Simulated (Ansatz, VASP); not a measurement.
## One calculation of Ta6F, two programs

```
Ta F
1.0
     4.60022    0.00000    0.00000
    -2.30011    3.98391    0.00000
     0.00000    0.00000   21.40177
Ta F
6 1
Direct
  0.66667 0.33333 0.18690
  0.33333 0.66667 0.23078
  0.00000 0.00000 0.27465
  0.66667 0.33333 0.31578
  0.33333 0.66667 0.35436
  0.00000 0.00000 0.39257
  0.66667 0.33333 0.40052
```

Alike in both runs: task single point; functional LDA; k mesh 6 × 6 × 1; occupations gaussian, width 0.1 eV; collinear spin.

```csv
,VASP,Ansatz
version,VASP 6.6.1,Ansatz 0.2.0
potentials or method,"VASP PAW LDA potentials, release 64 (Ta_pv, F), cutoff 520 eV","scalar-relativistic, plane waves, PAW"
valence electrons in the cell,73,85
```

```tsv
	VASP	Ansatz	Ansatz less VASP
gap on the k mesh at the Fermi level (eV)	none	none	-
rms of the force components (eV/Å)	2.033	1.937	-0.0962
net moment per atom (μB)	0.00	0.00	0.000
```

Ansatz warns that its potentials were made for another functional, while VASP's fit it. LDA's correlation is that of Perdew and Zunger in VASP and of Perdew and Wang (1992) in Ansatz. Atom by atom the forces differ by 0.102 eV/Å (rms over components). A gap of «none» marks a metal or a gap that the smearing closes. VASP's potentials hold 73 valence electrons a cell and Ansatz's 85, so a difference there can come from the potentials and not from the codes. Ansatz's warnings: seeded moment not kept.

Spin-orbit coupling is off throughout.
